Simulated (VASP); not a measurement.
# Mg in VASP: further runs, part 2 of 2

VASP 6.6.1. Earlier steps stand in the parts before.

## Step 3: Single point, LDA

Contents of INCAR:

```
SYSTEM = Mg
ALGO = Normal
DIPOL = 0.5 0.5 0.500
EDIFF = 1E-7
EFIELD = -0.1
ENCUT = 520
IDIPOL = 3
ISIF = 2
ISMEAR = 1
LASPH = .True.
LCHARG = .False.
LDIPOL = .True.
LREAL = .False.
LWAVE = .False.
NBANDS = 9
NELM = 80
PREC = Accurate
SIGMA = 0.05
```

Contents of KPOINTS:

```
k-points
0
Gamma
  6 6 1
  0 0 0
```

Contents of POSCAR:

```
Mg
1.0
    3.1738572726      0.0000000000      0.0000000000
    1.5869286363      2.7486410261      0.0000000000
    0.0000000000      0.0000000000     14.5914436115
Mg
2
Direct
    0.0000000000      0.0000000000      0.4111998895
    0.3333333333      0.3333333333      0.5888001105
```

Potentials or basis: VASP PAW LDA potentials, release 64 (Mg).

The run is started by

```
cat potpaw_LDA.64/Mg/POTCAR > POTCAR
mpirun -np 1 vasp_std > vasp.out
```

OUTCAR:

```text
SYSTEM = Mg
   EDIFF = 1E-7
   ENCUT = 520
   ISIF = 2
   ISMEAR = 1
   LASPH = .True.
   LREAL = .False.
   NELM = 80
   PREC = Accurate

 ion  position               nearest neighbor table
   1  0.000  0.000  0.411-   2 3.17   2 3.17   2 3.17
   2  0.333  0.333  0.589-   1 3.17   1 3.17   1 3.17

  LATTYP: Found a hexagonal cell.
 ALAT       =     3.1738572726
 C/A-ratio  =     4.5973849351

  Lattice vectors:

 A1 = (  -1.5869286363,  -2.7486410261,   0.0000000000)
 A2 = (   3.1738572726,   0.0000000000,   0.0000000000)
 A3 = (   0.0000000000,   0.0000000000,  14.5914436115)

Analysis of symmetry for initial positions (statically):
=====================================================================
 Subroutine PRICEL returns:
 Original cell was already a primitive cell.

 Routine SETGRP: Setting up the symmetry group for a
 hexagonal supercell.

 Subroutine GETGRP returns: Found 12 space group operations
 (whereof  6 operations were pure point group operations)
 out of a pool of 24 trial point group operations.

The static configuration has the point symmetry C_3v.
 The point group associated with its full space group is D_3d.

Analysis of symmetry for dynamics (positions and initial velocities):
=====================================================================
 An external electric field (EFIELD) may reduce the allowed symmetry operations
 Subroutine PRICEL returns:
 Original cell was already a primitive cell.

 Routine SETGRP: Setting up the symmetry group for a
 hexagonal supercell.

 Subroutine GETGRP returns: Found  6 space group operations
 (whereof  6 operations were pure point group operations)
 out of a pool of 24 trial point group operations.

The dynamic configuration has the point symmetry C_3v.

 Subroutine INISYM returns: Found  6 space group operations
 (whereof  6 operations are pure point group operations),
[... 106 lines left out ...]
   IVDW    =     0    specifies the selected vdW correction
   LEPSILON=     F    determine dielectric tensor
   LRPA    =     F    only Hartree local field effects (RPA)
 non-spin polarized calculation
 Methfessel and Paxton  Order N= 1 SIGMA  =   0.05
  energy-cutoff  :      520.00
  volume of cell :      127.29
 maximum number of plane-waves:      3443
   NGX = 11   NGY = 11   NGZ = 55

 dipolmoment           0.000000      0.000000      0.000000 electrons x Angstroem

 number of electron       4.0000000 magnetization

 dipolmoment           0.000000      0.000000     -0.031808 electrons x Angstroem

 Free energy of the ion-electron system (eV)
  ---------------------------------------------------
  ext. energy  EPLUGINS =         0.00000000
  ---------------------------------------------------
  free energy    TOTEN  =        -2.73258573 eV

  energy without entropy =       -2.72937392  energy(sigma->0) =       -2.73151513

 E-fermi :  -1.7215     XC(G=0):  -4.3395

 val. band max:       -1.7388402748   @ k =   0.5000   0.1667   0.0000
 cond. band min:      -1.6159963529   @ k =  -0.3333   0.3333   0.0000
 fundamental gap:      0.1228439219
 Fermi energy:        -1.7214925204

 k-point     1 :       0.0000    0.0000    0.0000
  band No.  band energies     occupation
      1      -7.9179      2.00000
      2      -5.3530      2.00000
      3      -2.2758      2.00000
      4       0.7384      0.00000
      5       1.8947      0.00000
      6       4.0618      0.00000
      7       4.2199      0.00000
      8       8.3668      0.00000
      9       8.6018      0.00000
[... 61 lines left out ...]
 k-point     7 :      -0.3333    0.3333    0.0000
  band No.  band energies     occupation
      1      -1.6160     -0.01103
      2      -1.5549     -0.00003
      3      -1.5533     -0.00002
      4       0.6374      0.00000
      5       1.4962      0.00000
      6       1.5039      0.00000
      7       3.8176      0.00000
      8       3.8253      0.00000
      9       4.3219      0.00000

------------------------ aborting loop because EDIFF is reached ----------------------------------------

 vacuum level on the upper side and lower side of the slab       (xc-potential included)        -0.053        -0.849

  FORCE on cell =-STRESS in cart. coord.  units (eV):
  Direction    XX          YY          ZZ          XY          YZ          ZX
  --------------------------------------------------------------------------------------
  -------------------------------------------------------------------------------------
  Total       -1.9310850     -1.9310850      0.8748394      0.0000000      0.0000000      0.0000000
  in kB      -24.3057087    -24.3057087     11.0112144      0.0000000      0.0000000      0.0000000
  external PRESSURE =     -12.5334010 kB  Pullay stress =       0.0000000 kB

 VOLUME and BASIS-vectors are now :
 -----------------------------------------------------------------------------
  energy-cutoff  :      520.00
  volume of cell :      127.29
      direct lattice vectors                 reciprocal lattice vectors
     3.173857273  0.000000000  0.000000000     0.315074030 -0.181908076  0.000000000
     1.586928636  2.748641026  0.000000000     0.000000000  0.363816152  0.000000000
     0.000000000  0.000000000 14.591443612     0.000000000  0.000000000  0.068533315

 POSITION                                       TOTAL-FORCE (eV/Angst)
 -----------------------------------------------------------------------------------
      0.00000      0.00000      6.00000        -0.000000      0.000000     -0.340286
      1.58693      0.91621      8.59144         0.000000      0.000000      0.340286
 -----------------------------------------------------------------------------------
    total drift:                               -0.000000     -0.000000      0.000056

  FREE ENERGIE OF THE ION-ELECTRON SYSTEM (eV)
  ---------------------------------------------------
  free  energy   TOTEN  =        -2.7325857302 eV

  energy  without entropy=       -2.7293739209  energy(sigma->0) =       -2.73151513

 vacuum level on the upper side and lower side of the slab         2.515         1.745
```

OSZICAR:

```text
N       E                     dE             d eps       ncg     rms          rms(c)
DAV:   1     0.337298752464E+01    0.33730E+01   -0.12008E+03   126   0.278E+02
DAV:   2    -0.275268109131E+01   -0.61257E+01   -0.58041E+01   188   0.325E+01
DAV:   3    -0.283397476636E+01   -0.81294E-01   -0.79768E-01   146   0.435E+00
DAV:   4    -0.283543394047E+01   -0.14592E-02   -0.14591E-02   209   0.623E-01
DAV:   5    -0.283544200053E+01   -0.80601E-05   -0.80602E-05   159   0.363E-02    0.140E+00
DAV:   6    -0.274231588383E+01    0.93126E-01   -0.66593E-01   148   0.131E+00    0.620E-01
DAV:   7    -0.273557650510E+01    0.67394E-02   -0.39377E-02   142   0.490E-01    0.399E-01
DAV:   8    -0.273278375601E+01    0.27927E-02   -0.51656E-03   142   0.255E-01    0.128E-01
DAV:   9    -0.273245488615E+01    0.32887E-03   -0.47132E-04   168   0.936E-02    0.215E-02
DAV:  10    -0.273248889749E+01   -0.34011E-04   -0.22591E-04   157   0.355E-02    0.944E-03
DAV:  11    -0.273251382730E+01   -0.24930E-04   -0.11621E-05   165   0.116E-02    0.516E-03
DAV:  12    -0.273254494741E+01   -0.31120E-04   -0.23429E-05   159   0.109E-02    0.213E-03
DAV:  13    -0.273257048234E+01   -0.25535E-04   -0.75334E-06   151   0.663E-03    0.180E-03
DAV:  14    -0.273258201001E+01   -0.11528E-04   -0.60842E-06   132   0.464E-03    0.809E-04
DAV:  15    -0.273258384119E+01   -0.18312E-05   -0.30359E-07   175   0.148E-03    0.588E-04
DAV:  16    -0.273258541431E+01   -0.15731E-05   -0.53593E-07   150   0.126E-03    0.242E-04
DAV:  17    -0.273258571264E+01   -0.29833E-06   -0.13228E-07   157   0.644E-04    0.969E-05
DAV:  18    -0.273258573022E+01   -0.17574E-07   -0.63666E-09   156   0.230E-04
   1 F= -.27325857E+01 E0= -.27315151E+01  d E =-.321181E-02
```

Wall time 14 s (1 thread of Intel Xeon Platinum 8375C at 2.90GHz (Ice Lake), shared host); peak memory 0.18 GiB.

What came out:

| Property | Result |
| --- | --- |
| Free energy | -2.7326 eV |
| Largest force | 0.340 eV/Å |
| Band gap on the k mesh | zero (band 2 reaches -1.55 eV, above the bottom of band 3 at -2.28 eV) |

Forces on the atoms (eV/Å):
```
Mg   0.000  0.000 -0.340
Mg   0.000  0.000  0.340
```

Caveat: the k points lie up to 0.38 Å⁻¹ apart.

## Step 4: Single point, LDA

Contents of INCAR:

```
  PREC = Accurate
  ENCUT = 520
  EDIFF = 1E-6
  ISMEAR = 1
  SIGMA = 0.05
  LREAL = F
  LASPH = T
  NELM = 80
  ALGO = Normal
  ISIF = 2
  LWAVE = F
  LCHARG = F
  LDIPOL = T
  IDIPOL = 3
  DIPOL = 0.5 0.5 0.500
  NBANDS = 9
  EFIELD = -0.2
```

Contents of KPOINTS:

```
regular mesh
0
Gamma
  6 6 1
```

POSCAR is that of step 3.

Potentials or basis: VASP PAW LDA potentials, release 64 (Mg).

The run is started by

```
cat potpaw_LDA.64/Mg/POTCAR > POTCAR
mpirun -np 1 vasp_std > vasp.out
```

OUTCAR:

```text
PREC = Accurate
   ENCUT = 520
   EDIFF = 1E-6
   ISMEAR = 1
   LREAL = F
   LASPH = T
   NELM = 80
   ISIF = 2

 ion  position               nearest neighbor table
   1  0.000  0.000  0.411-   2 3.17   2 3.17   2 3.17
   2  0.333  0.333  0.589-   1 3.17   1 3.17   1 3.17

  LATTYP: Found a hexagonal cell.
 ALAT       =     3.1738572726
 C/A-ratio  =     4.5973849351

  Lattice vectors:

 A1 = (  -1.5869286363,  -2.7486410261,   0.0000000000)
 A2 = (   3.1738572726,   0.0000000000,   0.0000000000)
 A3 = (   0.0000000000,   0.0000000000,  14.5914436115)

Analysis of symmetry for initial positions (statically):
=====================================================================
 Subroutine PRICEL returns:
 Original cell was already a primitive cell.

 Routine SETGRP: Setting up the symmetry group for a
 hexagonal supercell.

 Subroutine GETGRP returns: Found 12 space group operations
 (whereof  6 operations were pure point group operations)
 out of a pool of 24 trial point group operations.

The static configuration has the point symmetry C_3v.
 The point group associated with its full space group is D_3d.

Analysis of symmetry for dynamics (positions and initial velocities):
=====================================================================
 An external electric field (EFIELD) may reduce the allowed symmetry operations
 Subroutine PRICEL returns:
 Original cell was already a primitive cell.

 Routine SETGRP: Setting up the symmetry group for a
 hexagonal supercell.

 Subroutine GETGRP returns: Found  6 space group operations
 (whereof  6 operations were pure point group operations)
 out of a pool of 24 trial point group operations.

The dynamic configuration has the point symmetry C_3v.

 Subroutine INISYM returns: Found  6 space group operations
 (whereof  6 operations are pure point group operations),
 and found     1 'primitive' translations

----------------------------------------------------------------------------------------
[... 106 lines left out ...]
 non-spin polarized calculation
 Methfessel and Paxton  Order N= 1 SIGMA  =   0.05
  energy-cutoff  :      520.00
  volume of cell :      127.29
 maximum number of plane-waves:      3443
   NGX = 11   NGY = 11   NGZ = 55

 dipolmoment           0.000000      0.000000      0.000000 electrons x Angstroem

 number of electron       4.0000000 magnetization

 dipolmoment           0.000000      0.000000     -0.063678 electrons x Angstroem

 Free energy of the ion-electron system (eV)
  ---------------------------------------------------
  ext. energy  EPLUGINS =         0.00000000
  ---------------------------------------------------
  free energy    TOTEN  =        -2.73735848 eV

  energy without entropy =       -2.73415683  energy(sigma->0) =       -2.73629126

 E-fermi :  -1.7254     XC(G=0):  -4.3417

 val. band max:       -1.7426480431   @ k =   0.5000   0.1667   0.0000
 cond. band min:      -1.6200345279   @ k =  -0.3333   0.3333   0.0000
 fundamental gap:      0.1226135152
 Fermi energy:        -1.7253594829

 k-point     1 :       0.0000    0.0000    0.0000
  band No.  band energies     occupation
      1      -7.9220      2.00000
      2      -5.3568      2.00000
      3      -2.2799      2.00000
      4       0.7142      0.00000
      5       1.8688      0.00000
      6       4.0264      0.00000
      7       4.2702      0.00000
      8       8.3500      0.00000
      9       8.6250      0.00000
[... 61 lines left out ...]
 k-point     7 :      -0.3333    0.3333    0.0000
  band No.  band energies     occupation
      1      -1.6200     -0.01116
      2      -1.5597     -0.00003
      3      -1.5566     -0.00002
      4       0.6336      0.00000
      5       1.4887      0.00000
      6       1.5041      0.00000
      7       3.8103      0.00000
      8       3.8255      0.00000
      9       4.3177      0.00000

------------------------ aborting loop because EDIFF is reached ----------------------------------------

 vacuum level on the upper side and lower side of the slab       (xc-potential included)         0.334        -1.257

  FORCE on cell =-STRESS in cart. coord.  units (eV):
  Direction    XX          YY          ZZ          XY          YZ          ZX
  --------------------------------------------------------------------------------------
  -------------------------------------------------------------------------------------
  Total       -1.9291343     -1.9291343      0.8694556     -0.0000000      0.0000000     -0.0000000
  in kB      -24.2811569    -24.2811569     10.9434508     -0.0000000      0.0000000     -0.0000000
  external PRESSURE =     -12.5396210 kB  Pullay stress =       0.0000000 kB

 VOLUME and BASIS-vectors are now :
 -----------------------------------------------------------------------------
  energy-cutoff  :      520.00
  volume of cell :      127.29
      direct lattice vectors                 reciprocal lattice vectors
     3.173857273  0.000000000  0.000000000     0.315074030 -0.181908076  0.000000000
     1.586928636  2.748641026  0.000000000     0.000000000  0.363816152  0.000000000
     0.000000000  0.000000000 14.591443612     0.000000000  0.000000000  0.068533315

 POSITION                                       TOTAL-FORCE (eV/Angst)
 -----------------------------------------------------------------------------------
      0.00000      0.00000      6.00000         0.000000     -0.000000     -0.341026
      1.58693      0.91621      8.59144        -0.000000      0.000000      0.341026
 -----------------------------------------------------------------------------------
    total drift:                               -0.000000     -0.000000      0.000106

  FREE ENERGIE OF THE ION-ELECTRON SYSTEM (eV)
  ---------------------------------------------------
  free  energy   TOTEN  =        -2.7373584831 eV

  energy  without entropy=       -2.7341568264  energy(sigma->0) =       -2.73629126

 vacuum level on the upper side and lower side of the slab         2.896         1.355
```

stdout:

```text
POSCAR found type information on POSCAR Mg
 POSCAR found :  1 types and       2 ions
 scaLAPACK will be used
 LDA part: xc-table for (Slater(with rela. corr.)+CA(PZ))
 , standard interpolation
 POSCAR, INCAR and KPOINTS ok, starting setup
 FFT: planning ... GRIDC
 FFT: planning ... GRID_SOFT
 FFT: planning ... GRID
 WAVECAR not read
 entering main loop
```

Wall time 15 s (1 thread of Intel Xeon Platinum 8375C at 2.90GHz (Ice Lake), shared host); peak memory 0.18 GiB.

Results:

```yaml
Free_energy: -2.7374 eV
Largest_force: 0.341 eV/Å
Band_gap_on_the_k_mesh: zero (band 2 reaches -1.56 eV, above the bottom of band 3 at -2.28 eV)
```

Forces in eV/Å, atoms in the order of the input:
```
Mg   0.000  0.000 -0.341
Mg   0.000  0.000  0.341
```

Levels at points of the mesh, in eV from the Fermi level:
```
           k point  band 1  band 2  band 3  band 4  band 5
(0.00, 0.00, 0.00)   -6.20   -3.63   -0.55    2.44    3.59
(0.50, 0.00, 0.00)   -1.41   -1.35    1.08    1.41    4.02
```

Caveat: the k points lie up to 0.38 Å⁻¹ apart.

## Step 5: Single point, LDA

Contents of INCAR:

```
PREC = Accurate ; ENCUT = 520
EDIFF = 1E-6 ; ISMEAR = 1
SIGMA = 0.05 ; LREAL = F
LASPH = T ; NELM = 100
ALGO = Normal ; ISIF = 2
LWAVE = F ; LCHARG = T
LDIPOL = T ; IDIPOL = 3
DIPOL = 0.5 0.5 0.500 ; LELF = T
LVHAR = T ; LVACPOTAV = T
NBANDS = 9 ; EFIELD = -0.3
```

KPOINTS is that of step 4.

POSCAR is that of step 4.

The run is started by

```
cat potpaw_LDA.64/Mg/POTCAR > POTCAR
mpirun -np 1 vasp_std > vasp.out
```

It took 16 s on 1 thread of Intel Xeon Platinum 8375C at 2.90GHz (Ice Lake), shared host; peak memory 0.18 GiB.

Results (log left out):

```
Free energy            : -2.7453 eV
Largest force          : 0.342 eV/Å
Band gap on the k mesh : zero (band 2 reaches -1.57 eV, above the bottom of band 3 at -2.29 eV)
```

Forces in eV/Å, atoms in the order of the input:
```
Mg   0.000  0.000 -0.342
Mg   0.000  0.000  0.342
```

Levels at points of the mesh, in eV from the Fermi level:
```csv
k point,band 1,band 2,band 3,band 4,band 5
"(0.00, 0.00, 0.00)",-6.20,-3.63,-0.55,2.41,3.56
"(0.50, 0.00, 0.00)",-1.41,-1.35,1.08,1.41,4.02
```

Caveat: the k points lie up to 0.38 Å⁻¹ apart.

## Step 6: The runs side by side

| electric field (eV/Å) | gap on the mesh (eV) | largest force (eV/Å) |
| --- | --- | --- |
| - | none | 0.34 |
| 0.1 | none | 0.34 |
| 0.2 | none | 0.34 |
| 0.3 | none | 0.34 |

Alike in all rows: task single point; level LDA; potentials or basis VASP PAW LDA potentials, release 64 (Mg); no spin polarisation; cell as given; k mesh 6 × 6 × 1; cutoff (eV) 520; smearing methfessel-paxton 0.05 eV.

Caveats: all runs use coarse meshes.

Total energies depend on the potentials used, so only differences within one code and one set of settings carry meaning.
